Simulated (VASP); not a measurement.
Wanted: the native input for a VASP 6.6.1 run.

```
Task                   : single point
Functional             : r2SCAN
Potentials or basis    : VASP PAW PBE potentials, release 64 (Zn, Cu_sv_GW)
Cutoff                 : 900 eV
k mesh                 : 9 × 9 × 9
Occupations            : fermi-dirac, width 0.05 eV
Spin                   : no spin polarisation
Dipole correction      : no
Further INCAR settings : ALGO = Normal; EDIFF = 1e-06; NBANDS = 22
```

Crystal: ZnCu.

```
CELL_PARAMETERS angstrom
2.88488 0.00000 0.00000
0.00000 2.88488 0.00000
0.00000 0.00000 2.88488
ATOMIC_POSITIONS crystal
Zn 0.50000 0.50000 0.50000
Cu 0.00000 0.00000 0.00000
```

The input as run:

POSCAR

```
ZnCu
1.0
    2.8848810902      0.0000000000      0.0000000000
    0.0000000000      2.8848810902      0.0000000000
    0.0000000000      0.0000000000      2.8848810902
Zn Cu
1 1
Direct
    0.5000000000      0.5000000000      0.5000000000
    0.0000000000      0.0000000000      0.0000000000
```

INCAR.step1

```
  PREC = Accurate
  ENCUT = 900
  ISMEAR = -1
  SIGMA = 0.05
  LREAL = False
  LASPH = True
  NELM = 120
  NBANDS = 22
  GGA = PE
  ALGO = Normal
  EDIFF = 1E-5
  LWAVE = True
  LCHARG = False
  GGA_COMPAT = False
```

INCAR.step2

```
  PREC = Accurate
  ENCUT = 900
  EDIFF = 1E-6
  ISMEAR = -1
  SIGMA = 0.05
  LREAL = False
  LASPH = True
  NELM = 120
  ALGO = Normal
  ISIF = 2
  LWAVE = False
  LCHARG = False
  METAGGA = R2SCAN
  LMIXTAU = True
  NBANDS = 22
  ISTART = 1
  GGA_COMPAT = False
```

KPOINTS

```
Automatic mesh
0
Gamma
  9 9 9
```

Potentials or basis: VASP PAW PBE potentials, release 64 (Zn, Cu_sv_GW).

Command:

```console
$ cat potpaw_PBE.64/Zn/POTCAR potpaw_PBE.64/Cu_sv_GW/POTCAR > POTCAR
$ cp INCAR.step1 INCAR
$ mpirun -np 1 vasp_std > vasp.out
$ cp INCAR.step2 INCAR
$ mpirun -np 1 vasp_std > vasp.out
```

Results of the run:

- Pressure: 5.8 GPa
- Band gap on the k mesh: zero (an odd number of electrons rules out a gap without spin polarisation)

Caveat: the cell stands under pressure; the PAW data sets were made with another functional, which shifts forces and pressure a little.

Run time: 3.6 min on 1 thread of Intel(R) Xeon(R) Platinum 8259CL CPU @ 2.50GHz (Skylake/Cascade Lake), with other jobs on the host, peak memory 0.22 GiB.
